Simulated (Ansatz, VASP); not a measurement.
## Ce in VASP and in Ansatz

```
Ce
1.0
     0.00000    2.48008    2.48008
     2.48008    0.00000    2.48008
     2.48008    2.48008    0.00000
Ce
1
Direct
  0.00000 0.00000 0.00000
```

Alike in both runs: functional BLYP; k mesh 11 × 11 × 11; occupations fermi-dirac, width 0.1 eV; no spin polarisation.

Ansatz relaxed the structure, and its values are those at the end. VASP's run is a single point on that final structure, the one shown.

|  | VASP | Ansatz |
| --- | --- | --- |
| version | VASP 6.6.1 | Ansatz 0.2.0 |
| potentials or method | VASP PAW PBE potentials, release 64 (Ce), cutoff 520 eV | plane waves (420 eV) with PAW, scalar-relativistic |
| valence electrons in the cell | 12 | 12 |

|  | VASP | Ansatz | Ansatz less VASP |
| --- | --- | --- | --- |
| pressure (GPa) | -0.3 | 0.0 | +0.26 |

VASP's potentials were made for PBE, not for BLYP. The functional is the same, so the differences come from potentials, cutoffs and numerics.

Neither program's run includes spin-orbit coupling.
